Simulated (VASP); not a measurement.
# BaAu2 (P6/mmm) in VASP: relaxation of cell and atoms with LDA

Aim: the relaxation of cell and atoms of BaAu2 with LDA.

All numbers are computed with VASP 6.6.1; they aren't measurements. Logs are shortened: lines on timing, memory, paths and dates and some standing lists are left out, and cuts for length are marked.

## (1) The cell of the first run

The structure is hexagonal, space group P6/mmm (No. 191). The conventional cell has a = 4.804 Å, b = 4.804 Å, c = 4.119 Å, α = 90.00°, β = 90.00°, γ = 120.00°. Within 4.5 Å of Ba (site symmetry 6/mmm) lie 12 Au at 3.45 Å and 2 Ba at 4.12 Å. Within 3.7 Å of Au (site symmetry -6m2) lie 3 Au at 2.77 Å and 6 Ba at 3.45 Å.

## (2) Relaxation of cell and atoms, LDA

File INCAR:

```
PREC     = Accurate       # precision mode
ENCUT    = 500            # plane-wave cutoff, eV
EDIFF    = 1E-7           # SCF threshold, eV
ISMEAR   = 0              # smearing method
SIGMA    = 0.05           # smearing width, eV
LREAL    = F              # projectors in reciprocal space
LASPH    = T              # aspherical terms in the spheres
NELM     = 120            # most SCF steps
ALGO     = Normal         # electronic algorithm
ISIF     = 3              # what is computed and relaxed
LWAVE    = F              # write WAVECAR
LCHARG   = F              # write CHGCAR
GGA      = CA             # functional
IBRION   = 2              # ionic algorithm
NSW      = 80             # ionic steps
EDIFFG   = -0.01          # ionic threshold
GGA_COMPAT= F            
NELMIN   = 4
```

File KPOINTS:

```
Automatic mesh
0
Gamma
  5 5 5
```

File POSCAR:

```
BaAu2
1.0
    4.8040000000      0.0000000000      0.0000000000
   -2.4020000000      4.1603860000      0.0000000000
    0.0000000000      0.0000000000      4.1190000000
Ba Au
1 2
Direct
    0.0000000000      0.0000000000      0.0000000000
    0.3333333333      0.6666666667      0.5000000000
    0.6666666667      0.3333333333      0.5000000000
```

Potentials or basis: VASP PAW LDA potentials, release 64 (Ba_sv, Au_sv_GW).

The run is started by

```sh
> cat potpaw_LDA.64/Ba_sv/POTCAR potpaw_LDA.64/Au_sv_GW/POTCAR > POTCAR
> mpirun -np 1 vasp_std > vasp.out
```

OUTCAR:

```text
PREC = Accurate
   ENCUT = 500
   EDIFF = 1E-7
   ISMEAR = 0
   LREAL = F
   LASPH = T
   NELM = 120
   ISIF = 3
   GGA = CA
   IBRION = 2
   NSW = 80
   EDIFFG = -0.01
   NELMIN = 4

 ion  position               nearest neighbor table
   1  0.000  0.000  0.000-   2 3.45   2 3.45   3 3.45   3 3.45   2 3.45   3 3.45   2 3.45   3 3.45
                             3 3.45   3 3.45   2 3.45   2 3.45
   2  0.333  0.667  0.500-   3 2.77   3 2.77   3 2.77   1 3.45   1 3.45   1 3.45   1 3.45   1 3.45
                             1 3.45
   3  0.667  0.333  0.500-   2 2.77   2 2.77   2 2.77   1 3.45   1 3.45   1 3.45   1 3.45   1 3.45
                             1 3.45

  LATTYP: Found a hexagonal cell.
 ALAT       =     4.8040000000
 C/A-ratio  =     0.8574104913

  Lattice vectors:

 A1 = (   4.8040000000,   0.0000000000,   0.0000000000)
 A2 = (  -2.4020000000,   4.1603860000,   0.0000000000)
 A3 = (   0.0000000000,   0.0000000000,   4.1190000000)

Analysis of symmetry for initial positions (statically):
=====================================================================
 Subroutine PRICEL returns:
 Original cell was already a primitive cell.

 Routine SETGRP: Setting up the symmetry group for a
 hexagonal supercell.

 Subroutine GETGRP returns: Found 24 space group operations
 (whereof 24 operations were pure point group operations)
 out of a pool of 24 trial point group operations.

The static configuration has the point symmetry D_6h.

Analysis of symmetry for dynamics (positions and initial velocities):
=====================================================================
 Subroutine PRICEL returns:
 Original cell was already a primitive cell.

 Routine SETGRP: Setting up the symmetry group for a
 hexagonal supercell.

 Subroutine GETGRP returns: Found 24 space group operations
 (whereof 24 operations were pure point group operations)
 out of a pool of 24 trial point group operations.

The dynamic configuration has the point symmetry D_6h.

 Subroutine INISYM returns: Found 24 space group operations
 (whereof 24 operations are pure point group operations),
 and found     1 'primitive' translations

----------------------------------------------------------------------------------------

                                     Primitive cell

  volume of cell :      82.3244

  direct lattice vectors                    reciprocal lattice vectors
     4.804000000  0.000000000  0.000000000     0.208159867  0.120181156  0.000000000
    -2.402000000  4.160386000  0.000000000     0.000000000  0.240362313  0.000000000
     0.000000000  0.000000000  4.119000000     0.000000000  0.000000000  0.242777373

  length of vectors
     4.804000000  4.803999966  4.119000000     0.240362311  0.240362313  0.242777373

  position of ions in fractional coordinates (direct lattice)
     0.000000000  0.000000000  0.000000000
     0.333333333  0.666666667  0.500000000
     0.666666667  0.333333333  0.500000000

  ion indices of the primitive-cell ions
   primitive index   ion index
                 1           1
                 2           2
                 3           3

----------------------------------------------------------------------------------------

 KPOINTS: Automatic mesh

Automatic generation of k-mesh.
 Grid dimensions read from file:
 generate k-points for:    5    5    5

 Generating k-lattice:

  Cartesian coordinates                     Fractional coordinates (reciprocal lattice)
     0.041631973  0.024036231  0.000000000     0.200000000  0.000000000  0.000000000
     0.000000000  0.048072463  0.000000000     0.000000000  0.200000000  0.000000000
     0.000000000  0.000000000  0.048555475     0.000000000  0.000000000  0.200000000

  Length of vectors
     0.048072462  0.048072463  0.048555475

  Shift w.r.t. Gamma in fractional coordinates (k-lattice)
     0.000000000  0.000000000  0.000000000

 Subroutine IBZKPT returns following result:
 ===========================================

 Found     15 irreducible k-points:

 Following reciprocal coordinates:
            Coordinates               Weight
  0.000000  0.000000  0.000000      1.000000
  0.200000  0.000000  0.000000      6.000000
  0.400000  0.000000  0.000000      6.000000
  0.200000  0.200000  0.000000      6.000000
  0.400000  0.200000  0.000000      6.000000
  0.000000  0.000000  0.200000      2.000000
  0.200000  0.000000  0.200000     12.000000
  0.400000  0.000000  0.200000     12.000000
  0.200000  0.200000  0.200000     12.000000
  0.400000  0.200000  0.200000     12.000000
  0.000000  0.000000  0.400000      2.000000
  0.200000  0.000000  0.400000     12.000000
  0.400000  0.000000  0.400000     12.000000
  0.200000  0.200000  0.400000     12.000000
  0.400000  0.200000  0.400000     12.000000
   k-points           NKPTS =     15   k-points in BZ     NKDIM =     15   number of bands    NBANDS=     28
   number of dos      NEDOS =    301   number of ions     NIONS =      3
   total plane-waves  NPLWV =  38880
   dimension x,y,z NGX =    36 NGY =   36 NGZ =   30
   dimension x,y,z NGXF=    72 NGYF=   72 NGZF=   60
   ions per type =               1   2
   NGX,Y,Z   is equivalent  to a cutoff of  12.46, 12.46, 12.11 a.u.
   NGXF,Y,Z  is equivalent  to a cutoff of  24.92, 24.92, 24.22 a.u.
 SYSTEM =  unknown system
   PREC   = accura    normal or accurate (medium, high low for compatibility)
   ISTART =      0    job   : 0-new  1-cont  2-samecut
   ICHARG =      2    charge: 1-file 2-atom 10-const
   ISPIN  =      1    spin polarized calculation?
   LNONCOLLINEAR =      F non collinear calculations
   LSORBIT =      F    spin-orbit coupling
   LASPH  =      T    aspherical Exc in radial PAW
   ENCUT  =  500.0 eV  36.75 Ry    6.06 a.u.   8.76  8.76  7.51*2*pi/ulx,y,z
   NELM   =    120;   NELMIN=  4; NELMDL= -5     # of ELM steps
   EDIFF  = 0.1E-06   stopping-criterion for ELM
   LREAL  =      F    real-space projection
   EDIFFG = -.1E-01   stopping-criterion for IOM
   NSW    =     80    number of steps for IOM
   IBRION =      2    ionic relax: 0-MD 1-quasi-New 2-CG
   NFREE  =      1    steps in history (QN), initial steepest desc. (CG)
   ISIF   =      3    stress and relaxation
   ISYM   =      2    0-nonsym 1-usesym 2-fastsym
   POTIM  = 0.5000    time-step for ionic-motion
   TEBEG  =    0.0;   TEEND  =   0.0 temperature during run
   PSTRESS=    0.0 pullay stress
   NELECT =      48.0000    total number of electrons
   NUPDOWN=      -1.0000    fix difference up-down
   EMIN   =  10.00;   EMAX   =-10.00  energy-range for DOS
   EFERMI =   0.00;   METHOD = LEGACY
   ISMEAR =     0;   SIGMA  =   0.05  broadening in eV -4-tet -1-fermi 0-gaus
   EFERMI_NEDOS =   21; number of points for ismear=-14 and -15
   IALGO  =     38    algorithm
   IMIX   =      4    mixing-type and parameters
     AMIX     =   0.40;   BMIX     =  1.00
     AMIX_MAG =   1.60;   BMIX_MAG =  1.00
  volume/ion in A,a.u.               =      27.44       185.18
  Fermi-wavevector in a.u.,A,eV,Ry     =   1.367663  2.584508 25.449727  1.870502
  Thomas-Fermi vector in A             =   2.493696
   LORBIT       =      0    0 simple, 1 ext, 2 COOP (PROOUT), +10 PAW based schemes
   GGA     = CA    functional components
   LHFCALC =     F    Hartree Fock is set to
   AEXX    =    0.0000 exact exchange contribution
   IVDW    =     0    specifies the selected vdW correction
   LEPSILON=     F    determine dielectric tensor
   LRPA    =     F    only Hartree local field effects (RPA)
 conjugate gradient relaxation of ions
 non-spin polarized calculation
 Gauss-broadening in eV      SIGMA  =   0.05
  energy-cutoff  :      500.00
  volume of cell :       82.32
 maximum number of plane-waves:      2101
 NGX is ok and might be reduce to    36
   NGX = 17   NGY = 17   NGZ = 15

--------------------------------------- Ionic step        1  -------------------------------------------

 number of electron      48.0000007 magnetization

 Free energy of the ion-electron system (eV)
  ---------------------------------------------------
  ext. energy  EPLUGINS =         0.00000000
  ---------------------------------------------------
  free energy    TOTEN  =       -11.75384983 eV

  energy without entropy =      -11.75163402  energy(sigma->0) =      -11.75274193

------------------------ aborting loop because EDIFF is reached ----------------------------------------

  FORCE on cell =-STRESS in cart. coord.  units (eV):
  Direction    XX          YY          ZZ          XY          YZ          ZX
  --------------------------------------------------------------------------------------
  -------------------------------------------------------------------------------------
  Total       -1.5832934     -1.5832934     -1.2337612      0.0000000      0.0000000      0.0000000
  in kB      -30.8136804    -30.8136798    -24.0111677      0.0000000      0.0000000      0.0000000
  external PRESSURE =     -28.5461760 kB  Pullay stress =       0.0000000 kB

 VOLUME and BASIS-vectors are now :
 -----------------------------------------------------------------------------
  energy-cutoff  :      500.00
  volume of cell :       82.32
      direct lattice vectors                 reciprocal lattice vectors
     4.804000000  0.000000000  0.000000000     0.208159867  0.120181156  0.000000000
    -2.402000000  4.160386000  0.000000000     0.000000000  0.240362313  0.000000000
     0.000000000  0.000000000  4.119000000     0.000000000  0.000000000  0.242777373
[... 186 lines left out ...]
 POSITION                                       TOTAL-FORCE (eV/Angst)
 -----------------------------------------------------------------------------------
      0.00000      0.00000      4.02615        -0.000000      0.000000      0.000000
     -0.00000      2.74164      2.01308         0.000000      0.000000     -0.000000
      2.37433      1.37082      2.01308        -0.000000     -0.000000      0.000000
 -----------------------------------------------------------------------------------
    total drift:                                0.000000     -0.000000     -0.000000

  FREE ENERGIE OF THE ION-ELECTRON SYSTEM (eV)
  ---------------------------------------------------
  free  energy   TOTEN  =       -11.7863174311 eV

  energy  without entropy=      -11.7841556173  energy(sigma->0) =      -11.78523652

--------------------------------------- Ionic step        7  -------------------------------------------

 number of electron      47.9999993 magnetization

 Free energy of the ion-electron system (eV)
  ---------------------------------------------------
  ext. energy  EPLUGINS =         0.00000000
  ---------------------------------------------------
  free energy    TOTEN  =       -11.78632615 eV

  energy without entropy =      -11.78416421  energy(sigma->0) =      -11.78524518

 E-fermi :   5.0335     XC(G=0): -10.9565

 val. band max:        5.0096276749   @ k =   0.2000   0.0000   0.2000
 cond. band min:       5.1775871886   @ k =   0.4000   0.2000   0.2000
 fundamental gap:      0.1679595137
 Fermi energy:         5.0334920468

 k-point     1 :       0.0000    0.0000    0.0000
  band No.  band energies     occupation
      1    -100.2800      2.00000
      2    -100.2665      2.00000
      3     -51.9625      2.00000
      4     -51.9625      2.00000
      5     -51.8802      2.00000
      6     -51.8528      2.00000
[... 20 lines left out ...]
     27       8.1977      0.00000
[... 455 lines left out ...]
 POSITION                                       TOTAL-FORCE (eV/Angst)
 -----------------------------------------------------------------------------------
      0.00000      0.00000     -0.00000        -0.000000      0.000000     -0.000000
     -0.00000      2.74227      2.01137        -0.000000     -0.000000     -0.000000
      2.37487      1.37113      2.01137         0.000000      0.000000      0.000000
 -----------------------------------------------------------------------------------
    total drift:                                0.000000     -0.000000     -0.000000

  FREE ENERGIE OF THE ION-ELECTRON SYSTEM (eV)
  ---------------------------------------------------
  free  energy   TOTEN  =       -11.7863261537 eV

  energy  without entropy=      -11.7841642128  energy(sigma->0) =      -11.78524518

 reached required accuracy - stopping structural energy minimisation
```

Wall time 98 s (1 thread of AMD EPYC 9R45 (Zen 5), shared host); peak memory 0.16 GiB.

What came out:

```yaml
Free_energy: -11.7863 eV
Relaxed_volume: 26.20 Å³/atom
Relaxed_cell: a = 4.750 Å, b = 4.750 Å, c = 4.023 Å, α = 90.00°, β = 90.00°, γ = 120.00°
Space_group_after_relaxing_to_0.1_Å: P6/mmm (No. 191)
Energy_gained_by_relaxing: 10.8 meV/atom
Ionic_steps: 7
Pressure_after_relaxing: 0.0 GPa
Band_gap_on_the_k_mesh: zero (bands 24 and 25 overlap by 1.39 eV)
```

The path:
| step | energy change (eV) | largest force (eV/Å) | pressure (GPa) | volume (Å³) |
| --- | --- | --- | --- | --- |
| 1 | 0.0000 | 0.0000 | -2.85 | 82.32 |
| 2 | -0.0104 | 0.0000 | 2.55 | 76.63 |
| 3 | -0.0303 | 0.0000 | -0.06 | 79.10 |
| 4 | -0.0303 | 0.0000 | 0.00 | 79.04 |
| 5 | -0.0317 | 0.0000 | 0.02 | 78.87 |
| 6 | -0.0325 | 0.0000 | 0.04 | 78.63 |
| 7 | -0.0325 | 0.0000 | 0.04 | 78.59 |

Final structure:
```
Ba Au
1.0
     4.74974    0.00000    0.00000
    -2.37487    4.11340    0.00000
     0.00000    0.00000    4.02274
Ba Au
1 2
Direct
  0.00000 0.00000 0.00000
  0.33333 0.66667 0.50000
  0.66667 0.33333 0.50000
```

Caveat: spin-orbit coupling is left out, which moves the levels of the heavy elements.
